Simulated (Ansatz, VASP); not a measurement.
# Two plane-wave programs on CoSi2

```
Co Si
1.0
     3.93840    0.00000    0.00000
    -1.96920    3.41075    0.00000
     0.00000    0.00000    7.18919
Co Si
2 4
Direct
  0.33333 0.66667 0.03131
  0.66667 0.33333 0.96869
  0.00000 0.00000 0.50000
  0.33333 0.66667 0.33152
  0.66667 0.33333 0.66848
  0.00000 0.00000 0.00000
```

Alike in both runs: functional PBE; k mesh 12 × 12 × 6; occupations gaussian, width 0.1 eV; no spin polarisation.

Ansatz relaxed the structure, and its values are those at the end. VASP's run is a single point on that final structure, the one shown.

|  | VASP | Ansatz |
| --- | --- | --- |
| version | VASP 6.6.1 | Ansatz 0.2.0 |
| potentials or method | VASP PAW PBE potentials, release 64 (Co, Si), cutoff 520 eV | scalar-relativistic, plane waves, PAW |
| valence electrons in the cell | 34 | 50 |

Ansatz gave:

```
gap on the k mesh at the Fermi level (eV) : none
pressure (GPa)                            : 0.0
rms of the force components (eV/Å)        : 0.000
```

**Question.** Estimate VASP's values.

**Answer.** gap on the k mesh at the Fermi level (eV): none; pressure (GPa): -0.1; rms of the force components (eV/Å): 0.014.

A gap of «none» marks a metal or a gap that the smearing closes. VASP's potentials hold 34 valence electrons a cell and Ansatz's 50, so a difference there can come from the potentials and not from the codes.
